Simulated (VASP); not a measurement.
The system is B.

```
B
1.0
     2.99616    0.00000    0.00000
    -1.49808    2.59475    0.00000
     0.00000    0.00000    1.73125
B
2
Direct
  0.33333 0.66667 0.50000
  0.66667 0.33333 0.50000
```

- Program: VASP 6.6.1
- Task: relaxation of cell and atoms
- Functional: PBE
- Potentials or basis: VASP PAW PBE potentials, release 64 (B)
- Cutoff: 600 eV
- k mesh: 6 × 6 × 10
- Occupations: gaussian, width 0.1 eV
- Spin: no spin polarisation

At the start: pressure 26.5 GPa; volume 6.73 Å³/atom.

**Question.** Where does the relaxation end?

**Answer.** Over 5 steps the energy falls by 144.6 meV/atom and the volume is 7.69 Å³/atom (+14.3 %); space group P6/mmm (No. 191, to 0.05 Å).

Step by step:
```csv
step,energy change (eV),largest force (eV/Å),pressure (GPa),volume (Å³)
1,0.0000,0.0000,26.48,13.46
2,-0.2830,0.0000,-4.17,15.68
3,-0.2829,0.0000,-3.41,15.60
4,-0.2856,0.0000,2.46,15.23
5,-0.2892,0.0000,-0.17,15.39
```

Final structure:
```
CELL_PARAMETERS angstrom
3.00802 0.00000 0.00000
-1.50401 2.60502 0.00000
0.00000 0.00000 1.96366
ATOMIC_POSITIONS crystal
B 0.33333 0.66667 0.50000
B 0.66667 0.33333 0.50000
```

Caveat: the k points lie up to 0.40 Å⁻¹ apart in the final cell.
